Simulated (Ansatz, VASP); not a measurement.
GaAs in VASP and in Ansatz

Contents of INCAR:

```
  ALGO = Normal
  EDIFF = 1E-7
  ENCUT = 520
  GGA = PS
  ISIF = 2
  ISMEAR = 0
  LASPH = T
  LCHARG = T
  LELF = T
  LREAL = F
  LVHAR = T
  LWAVE = F
  NBANDS = 26
  NELM = 60
  PREC = Accurate
  SIGMA = 0.01
```

The input KPOINTS:

```
k-points
0
Gamma
  10 10 6
```

Contents of POSCAR:

```
GaAs
1.0
    2.8289764104      2.8289764104      0.0000000000
   -2.8289764104      2.8289764104      0.0000000000
    0.0000000000      0.0000000000      5.3184756516
Ga As
2 2
Direct
    0.0000000000      0.0000000000      0.0000000000
    0.5000000000      0.5000000000      0.5000000000
    0.5000000000      0.0000000000      0.7500000000
    0.0000000000      0.5000000000      0.2500000000
```

Input for Ansatz:

```yaml
crystal:
  lattice:
    - [2.8289764104, 2.8289764104, 0.0]
    - [-2.8289764104, 2.8289764104, 0.0]
    - [0.0, 0.0, 5.3184756516]
  atoms:
    - { symbol: Ga, position: [0.0, 0.0, 0.0] }
    - { symbol: Ga, position: [0.5, 0.5, 0.5] }
    - { symbol: As, position: [0.5, 0.0, 0.75] }
    - { symbol: As, position: [0.0, 0.5, 0.25] }
basis:
  ecutwfc: 420
kpoints:
  mp_grid: { grid: [10, 10, 6] }
hamiltonian:
  xc: pbesol
scf:
  occupations: { method: gaussian, width: 0.01 }
output:
  forces: true
  stress: true
  eigenvalues: true
  write_density: true
  write_potential: true
  elf: true
  volumetric_format: npy
```

Change from the starting cell: strain along c alone, the other axes held, atoms relaxed: -6.0 %.

Alike in both runs: task single point; functional PBEsol; k mesh 10 × 10 × 6; occupations gaussian, width 0.01 eV; no spin polarisation.

|  | VASP | Ansatz |
| --- | --- | --- |
| version | VASP 6.6.1 | Ansatz 0.2.0 |
| potentials or method | VASP PAW PBE potentials, release 64 (Ga_d, As), cutoff 520 eV | scalar-relativistic, plane waves, PAW |
| valence electrons in the cell | 36 | 56 |

```tsv
	VASP	Ansatz	Ansatz less VASP
gap on the k mesh at the Fermi level (eV)	0.64	0.65	+0.002
least direct gap on the mesh (eV)	0.66	0.65	-0.018
pressure (GPa)	5.1	4.9	-0.20
traceless stress, the component that is largest in VASP (GPa)	2.16	2.16	+0.003
```

VASP's potentials were made for PBE, not for PBEsol. VASP's potentials hold 36 valence electrons a cell and Ansatz's 56, so a difference there can come from the potentials and not from the codes.
